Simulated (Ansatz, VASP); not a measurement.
**TaZn2B3 in VASP and in Ansatz**

```
Ta Zn B
1.0
     4.66318    0.00000    0.00000
    -2.33159    4.03843    0.00000
     0.00000    0.00000    3.45931
Ta Zn B
1 2 3
Direct
  0.00000 0.00000 0.00000
  0.66667 0.33333 0.00000
  0.33333 0.66667 0.00000
  0.00000 0.50000 0.50000
  0.50000 0.50000 0.50000
  0.50000 0.00000 0.50000
```

Change from the starting cell: species swapped into the LaCo3Ni2 type (P6/mmm, No. 191).

Alike in both runs: task relaxation of cell and atoms; functional PBE; k mesh 6 × 6 × 6; occupations gaussian, width 0.1 eV; no spin polarisation.

|  | VASP | Ansatz |
| --- | --- | --- |
| version | VASP 6.6.1 | Ansatz 0.2.0 |
| potentials or method | VASP PAW PBE potentials, release 64 (Ta_pv, Zn, B), cutoff 600 eV | scalar-relativistic, plane waves, PAW |
| valence electrons in the cell | 44 | 46 |

Ansatz gave:

* gap on the k mesh at the Fermi level, each at its own relaxed structure (eV): none
* relaxed volume (Å³/atom): 10.85
* relaxed length of the cell vector where the two differ most in proportion (Å): 3.452

**Question.** What did VASP give for the same quantities?

**Answer.** gap on the k mesh at the Fermi level, each at its own relaxed structure (eV): none; relaxed volume (Å³/atom): 10.86; relaxed length of the cell vector where the two differ most in proportion (Å): 3.459.

A gap of «none» marks a metal or a gap that the smearing closes. VASP's potentials hold 44 valence electrons a cell and Ansatz's 46, so a difference there can come from the potentials and not from the codes.

Spin-orbit coupling is off throughout. Noted on VASP's run: the relaxation stopped at its first step, so nothing moved.
